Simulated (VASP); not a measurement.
Set up this calculation in VASP 6.6.1, as the native input.

| Item | Value |
| --- | --- |
| Task | single point |
| Functional | PBEsol |
| Potentials or basis | VASP PAW PBE potentials, release 64 (Pb_d) |
| Cutoff | 520 eV |
| k mesh | 15 × 15 × 8 |
| Occupations | gaussian, width 0.1 eV |
| Spin | no spin polarisation |
| Dipole correction | no |
| Further INCAR settings | ALGO = Fast; EDIFF = 1e-07; NBANDS = 21 |

The structure of Pb lies in POSCAR:

```
Pb
1.0
    3.4724061162     -0.0000002864      0.0000000000
   -1.7362028101      3.0071920521      0.0000000000
    0.0000000000      0.0000000000      5.7254678480
Pb
2
Direct
    0.0000000000      0.0000000000      0.0000000000
    0.3333333333      0.6666666667      0.5000000000
```

One way to write it, as run:

INCAR

```
ALGO     = Fast           # electronic algorithm
EDIFF    = 1E-7           # SCF threshold, eV
ENCUT    = 520            # plane-wave cutoff, eV
GGA      = PS             # functional
ISIF     = 2              # what is computed and relaxed
ISMEAR   = 0              # smearing method
LASPH    = T              # aspherical terms in the spheres
LCHARG   = F              # write CHGCAR
LREAL    = F              # projectors in reciprocal space
LWAVE    = F              # write WAVECAR
NBANDS   = 21             # bands
NELM     = 100            # most SCF steps
PREC     = Accurate       # precision mode
SIGMA    = 0.1            # smearing width, eV
```

KPOINTS

```
k-points
0
Gamma
  15 15 8
```

Potentials or basis: VASP PAW PBE potentials, release 64 (Pb_d).

The run is started by

```console
$ cat potpaw_PBE.64/Pb_d/POTCAR > POTCAR
$ mpirun -np 1 vasp_std > vasp.out
```

It gave:

| Item | Value |
| --- | --- |
| Pressure | -0.1 GPa |
| Band gap on the k mesh | zero (band 14 reaches 13.07 eV, above the bottom of band 15 at 5.18 eV) |

Caveat: the PAW data sets were made with another functional, which shifts forces and pressure a little; spin-orbit coupling is left out, which moves the levels of the heavy elements.

Run time: 100 s on 1 thread of Intel(R) Xeon(R) Platinum 8559C (Emerald Rapids), with other jobs on the host, peak memory 0.27 GiB.
